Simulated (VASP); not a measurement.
# NiO (Pm-3m) in VASP: a series of runs

The runs below take NiO through single point, with PBE.

Everything below comes from runs of VASP 6.6.1. Logs are shortened: lines on timing, memory, paths and dates and some standing lists are left out, and cuts for length are marked.

## (1) The cell of the first run

It takes space group Pm-3m (No. 221, cubic). Conventional cell: a = 2.538 Å, b = 2.538 Å, c = 2.538 Å, α = 90.00°, β = 90.00°, γ = 90.00°. Ni (site symmetry m-3m) has 8 O at 2.20 Å and 6 Ni at 2.54 Å within 2.9 Å. Within 2.9 Å of O (site symmetry m-3m) lie 8 Ni at 2.20 Å and 6 O at 2.54 Å.

## (2) Single point, PBE, collinear spin, ferromagnetic start

Contents of INCAR:

```
SYSTEM = NiO
PREC = Accurate ; ENCUT = 520
EDIFF = 1E-7 ; ISMEAR = -1
SIGMA = 0.05 ; LREAL = .False.
LASPH = .True. ; NELM = 150
ALGO = Normal ; ISIF = 2
LWAVE = .False. ; LCHARG = .False.
ISPIN = 2 ; MAGMOM = 1 0
LORBIT = 11 ; LMAXMIX = 4
GGA = PE ; NBANDS = 19
```

Contents of KPOINTS:

```
Automatic mesh
0
Gamma
  11 11 11
  0 0 0
```

Contents of POSCAR:

```
NiO
1.0
    2.5375746252      0.0000000000      0.0000000000
    0.0000000000      2.5375746252      0.0000000000
    0.0000000000      0.0000000000      2.5375746252
Ni O
1 1
Direct
    0.0000000000      0.0000000000      0.0000000000
    0.5000000000      0.5000000000      0.5000000000
```

Potentials or basis: VASP PAW PBE potentials, release 64 (Ni, O).

Command:

```sh
$ cat potpaw_PBE.64/Ni/POTCAR potpaw_PBE.64/O/POTCAR > POTCAR
$ mpirun -np 1 vasp_std > vasp.out
```

OUTCAR:

```text
SYSTEM = NiO
   PREC = Accurate
   ENCUT = 520
   EDIFF = 1E-7
   ISMEAR = -1
   LREAL = .False.
   LASPH = .True.
   NELM = 150
   ISIF = 2
   ISPIN = 2
   LORBIT = 11
   GGA = PE

 ion  position               nearest neighbor table
   1  0.000  0.000  0.000-   2 2.20   2 2.20   2 2.20   2 2.20   2 2.20   2 2.20   2 2.20   2 2.20

   2  0.500  0.500  0.500-   1 2.20   1 2.20   1 2.20   1 2.20   1 2.20   1 2.20   1 2.20   1 2.20

  LATTYP: Found a simple cubic cell.
 ALAT       =     2.5375746252

  Lattice vectors:

 A1 = (   2.5375746252,   0.0000000000,   0.0000000000)
 A2 = (   0.0000000000,   2.5375746252,   0.0000000000)
 A3 = (   0.0000000000,   0.0000000000,   2.5375746252)

Analysis of symmetry for initial positions (statically):
=====================================================================
 Subroutine PRICEL returns:
 Original cell was already a primitive cell.

 Routine SETGRP: Setting up the symmetry group for a
 simple cubic supercell.

 Subroutine GETGRP returns: Found 48 space group operations
 (whereof 48 operations were pure point group operations)
 out of a pool of 48 trial point group operations.

The static configuration has the point symmetry O_h .

Analysis of symmetry for dynamics (positions and initial velocities):
=====================================================================
 Subroutine PRICEL returns:
 Original cell was already a primitive cell.

 Routine SETGRP: Setting up the symmetry group for a
 simple cubic supercell.

 Subroutine GETGRP returns: Found 48 space group operations
 (whereof 48 operations were pure point group operations)
 out of a pool of 48 trial point group operations.

The dynamic configuration has the point symmetry O_h .

Analysis of structural, dynamic, and magnetic symmetry:
=====================================================================
 Subroutine PRICEL returns:
 Original cell was already a primitive cell.

 Routine SETGRP: Setting up the symmetry group for a
 simple cubic supercell.

 Subroutine GETGRP returns: Found 48 space group operations
 (whereof 48 operations were pure point group operations)
 out of a pool of 48 trial point group operations.

The overall configuration has the point symmetry O_h .

 Subroutine INISYM returns: Found 48 space group operations
 (whereof 48 operations are pure point group operations),
 and found     1 'primitive' translations

----------------------------------------------------------------------------------------
[... 115 lines left out ...]
  Fermi-wavevector in a.u.,A,eV,Ry     =   1.625659  3.072049 35.957011  2.642766
  Thomas-Fermi vector in A             =   2.718746
   LORBIT       =     11    0 simple, 1 ext, 2 COOP (PROOUT), +10 PAW based schemes
   GGA     = PE    functional components
   LHFCALC =     F    Hartree Fock is set to
   AEXX    =    0.0000 exact exchange contribution
   IVDW    =     0    specifies the selected vdW correction
   LEPSILON=     F    determine dielectric tensor
   LRPA    =     F    only Hartree local field effects (RPA)
 spin polarized calculation
  energy-cutoff  :      520.00
  volume of cell :       16.34
 maximum number of plane-waves:       461
 NGX is ok and might be reduce to    20
   NGX =  9   NGY =  9   NGZ =  9

 number of electron      16.0000006 magnetization       1.3681319

 Free energy of the ion-electron system (eV)
  ---------------------------------------------------
  ext. energy  EPLUGINS =         0.00000000
  ---------------------------------------------------
  free energy    TOTEN  =       -10.41774927 eV

  energy without entropy =      -10.38992687  energy(sigma->0) =      -10.40383807

 E-fermi :   9.1023     XC(G=0): -13.4841

 val. band max:        9.0995745323   @ k =   0.4545   0.3636   0.0000
 cond. band min:       9.1027729069   @ k =   0.3636   0.2727   0.2727
 fundamental gap:      0.0031983746
 Fermi energy:         9.1023010171

 spin component 1

 k-point     1 :       0.0000    0.0000    0.0000
  band No.  band energies     occupation
      1     -11.8129      1.00000
      2       5.3437      1.00000
      3       5.3437      1.00000
      4       6.2418      1.00000
      5       6.2418      1.00000
      6       6.2418      1.00000
[... 517 lines left out ...]
     18      41.1475      0.00000
     19      45.3714      0.00000

 [... further k-points ...]

 spin component 2

 k-point     1 :       0.0000    0.0000    0.0000
  band No.  band energies     occupation
      1     -11.3424      1.00000
      2       6.1351      1.00000
      3       6.1351      1.00000
      4       6.8160      1.00000
      5       6.8160      1.00000
      6       6.8160      1.00000
[... 517 lines left out ...]
     18      41.2845      0.00000
     19      45.5185      0.00000

 [... further k-points ...]

------------------------ aborting loop because EDIFF is reached ----------------------------------------

  FORCE on cell =-STRESS in cart. coord.  units (eV):
  Direction    XX          YY          ZZ          XY          YZ          ZX
  --------------------------------------------------------------------------------------
  -------------------------------------------------------------------------------------
  Total        1.6865689      1.6865689      1.6865689     -0.0000000      0.0000000      0.0000000
  in kB      165.3705588    165.3705588    165.3705588     -0.0000000      0.0000000      0.0000000
  external PRESSURE =     165.3705588 kB  Pullay stress =       0.0000000 kB

 VOLUME and BASIS-vectors are now :
 -----------------------------------------------------------------------------
  energy-cutoff  :      520.00
  volume of cell :       16.34
      direct lattice vectors                 reciprocal lattice vectors
     2.537574625  0.000000000  0.000000000     0.394077081  0.000000000  0.000000000
     0.000000000  2.537574625  0.000000000     0.000000000  0.394077081  0.000000000
     0.000000000  0.000000000  2.537574625     0.000000000  0.000000000  0.394077081

 POSITION                                       TOTAL-FORCE (eV/Angst)
 -----------------------------------------------------------------------------------
      0.00000      0.00000      0.00000         0.000000      0.000000      0.000000
      1.26879      1.26879      1.26879         0.000000      0.000000      0.000000
 -----------------------------------------------------------------------------------
    total drift:                                0.000000      0.000000     -0.000000

  FREE ENERGIE OF THE ION-ELECTRON SYSTEM (eV)
  ---------------------------------------------------
  free  energy   TOTEN  =       -10.4177492651 eV

  energy  without entropy=      -10.3899268728  energy(sigma->0) =      -10.40383807

 total charge

# of ion       s       p       d       tot
------------------------------------------
    1        0.334   0.416   8.327   9.077
    2        1.600   3.317   0.000   4.917
--------------------------------------------------
tot          1.934   3.733   8.327  13.994

 magnetization (x)

# of ion       s       p       d       tot
------------------------------------------
    1       -0.008  -0.004   1.032   1.020
    2        0.006   0.314   0.000   0.320
--------------------------------------------------
tot         -0.002   0.310   1.032   1.340
```

OSZICAR:

```text
N       E                     dE             d eps       ncg     rms          rms(c)
DAV:   1     0.820138849735E+02    0.82014E+02   -0.70995E+03  4616   0.108E+03
DAV:   2    -0.824652607897E+01   -0.90260E+02   -0.78982E+02  4453   0.240E+02
DAV:   3    -0.130512035212E+02   -0.48047E+01   -0.45499E+01  4757   0.548E+01
[... 16 lines left out ...]
DAV:  20    -0.104177441879E+02   -0.31744E-05   -0.23517E-05  5642   0.932E-02    0.366E-02
DAV:  21    -0.104177461968E+02   -0.20090E-05   -0.40197E-06  4645   0.161E-02    0.285E-02
DAV:  22    -0.104177483796E+02   -0.21828E-05   -0.36450E-06  5452   0.339E-02    0.196E-02
DAV:  23    -0.104177491974E+02   -0.81779E-06   -0.64809E-07  4805   0.701E-03    0.154E-02
DAV:  24    -0.104177492651E+02   -0.67726E-07   -0.10476E-08  2556   0.105E-03
   1 F= -.10417749E+02 E0= -.10403838E+02  d E =-.278224E-01  mag=     1.3666
```

Run time: 28 s. Hardware: 1 thread of Intel Xeon 6975P-C (Granite Rapids), shared host; peak memory 0.14 GiB.

Results:

| Quantity | Value |
| --- | --- |
| Free energy | -10.4177 eV |
| Pressure | 16.5 GPa |
| Net moment | 1.37 μB per cell |
| Site moments | Ni +1.02; O +0.32 μB |
| Valence electrons inside the program's atomic spheres | Ni 9.08; O 4.92 |

Levels at points of the mesh, in eV from the Fermi level:
Spin up:
| k point | band 7 | band 8 | band 9 | band 10 | band 11 | band 12 |
| --- | --- | --- | --- | --- | --- | --- |
| (0.00, 0.00, 0.00) | -1.60 | -1.60 | -1.60 | 1.48 | 16.38 | 16.38 |
Spin down:
```tsv
k point	band 4	band 5	band 6	band 7	band 8	band 9	band 10	band 11
(0.00, 0.00, 0.00)	-2.29	-2.29	-2.29	-0.38	-0.38	-0.38	1.80	16.59
```

Caveat: a cell with one magnetic atom can't hold antiferromagnetic order, which such compounds often take; semilocal functionals often make such compounds metallic where correlation or magnetic order opens a gap, which also shifts bond lengths.

[end of part 1 of 2]
